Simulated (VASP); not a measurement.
Write the native input for VASP 6.6.1 that does the following.

```
Task                   : single point
Functional             : PBE
Potentials or basis    : VASP PAW PBE potentials, release 64 (W_sv)
Cutoff                 : 520 eV
k mesh                 : 20 × 20 × 20
Occupations            : gaussian, width 0.15 eV
Spin                   : no spin polarisation
Dipole correction      : no
Further INCAR settings : ALGO = Fast; EDIFF = 1e-06; NBANDS = 13
```

The structure of W lies in POSCAR:

```
W
1.0
   -1.6452190000      1.5973000000      1.6452190000
    1.5493810000     -1.5973000000      1.5493810000
    1.6452190000      1.5973000000     -1.6452190000
W
1
Direct
    0.0000000000      0.0000000000      0.0000000000
```

This cell differs from its parent crystal: strain -0.0600 x Voigt [0, 0, 0, 0, 1, 0].

One way to write it, as run:

INCAR

```
PREC = Accurate
ENCUT = 520
EDIFF = 1E-6
ISMEAR = 0
SIGMA = 0.15
LREAL = F
LASPH = T
NELM = 60
ALGO = Fast
ISIF = 2
LWAVE = F
LCHARG = F
GGA = PE
NBANDS = 13
```

KPOINTS

```
Automatic mesh
0
Gamma
  20 20 20
```

Potentials or basis: VASP PAW PBE potentials, release 64 (W_sv).

Run with:

```bash
$ cat potpaw_PBE.64/W_sv/POTCAR > POTCAR
$ mpirun -np 1 vasp_std > vasp.out
```

Results of the run:

| Property | Result |
| --- | --- |
| Pressure | -1.7 GPa |
| Band gap on the k mesh | zero (band 7 reaches 15.41 eV, above the bottom of band 8 at 10.06 eV) |

Caveat: the cell differs from its parent crystal (strain -0.0600 x Voigt [0, 0, 0, 0, 1, 0]); spin-orbit coupling is left out, which moves the levels of the heavy elements.

It took 2.8 min on 1 thread of AMD EPYC 7R13 Processor (Zen 3) (shared host), peak memory 0.3 GiB.
